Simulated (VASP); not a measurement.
Write the native input for VASP 6.6.1 that does the following.

| Quantity | Value |
| --- | --- |
| Task | single point |
| Functional | LDA |
| Potentials or basis | VASP PAW LDA potentials, release 64 (Hf_pv, H) |
| Cutoff | 520 eV |
| k mesh | 12 × 12 × 12 |
| Occupations | fermi-dirac, width 0.03 eV |
| Spin | no spin polarisation |
| Dipole correction | no |
| Further INCAR settings | ALGO = Normal; EDIFF = 1e-06; NBANDS = 13 |

The structure of HfH2 lies in POSCAR:

```
HfH2
1.0
   -1.7563900000      1.7563900000      2.1805000000
    1.7563900000     -1.7563900000      2.1805000000
    1.7563900000      1.7563900000     -2.1805000000
Hf H
1 2
Direct
    0.0000000000      0.0000000000      0.0000000000
    0.7500000000      0.2500000000      0.5000000000
    0.2500000000      0.7500000000      0.5000000000
```

This cell differs from its parent crystal: equal xx and yy strain of +1 %.

One way to write it, as run:

INCAR

```
SYSTEM = HfH2
ALGO     = Normal         ! electronic algorithm
EDIFF    = 1E-6           ! SCF threshold, eV
ENCUT    = 520            ! plane-wave cutoff, eV
ISIF     = 2              ! what is computed and relaxed
ISMEAR   = -1             ! smearing method
LASPH    = .True.         ! aspherical terms in the spheres
LCHARG   = .False.        ! write CHGCAR
LREAL    = .False.        ! projectors in reciprocal space
LWAVE    = .False.        ! write WAVECAR
NBANDS   = 13             ! bands
NELM     = 60             ! most SCF steps
PREC     = Accurate       ! precision mode
SIGMA    = 0.03           ! smearing width, eV
```

KPOINTS

```
k-points
0
Gamma
  12 12 12
  0 0 0
```

Potentials or basis: VASP PAW LDA potentials, release 64 (Hf_pv, H).

The run is started by

```console
$ cat potpaw_LDA.64/Hf_pv/POTCAR potpaw_LDA.64/H/POTCAR > POTCAR
$ mpirun -np 1 vasp_std > vasp.out
```

It gave:

```
Pressure               : -11.1 GPa
Band gap on the k mesh : zero (bands 6 and 7 overlap by 1.14 eV)
```

Caveat: the cell differs from its parent crystal (equal xx and yy strain of +1 %); the cell stands under tension; spin-orbit coupling is left out, which moves the levels of the heavy elements.

Run time: 36 s on 1 thread of Intel(R) Xeon(R) Platinum 8559C (Emerald Rapids), with other jobs on the host, peak memory 0.19 GiB.
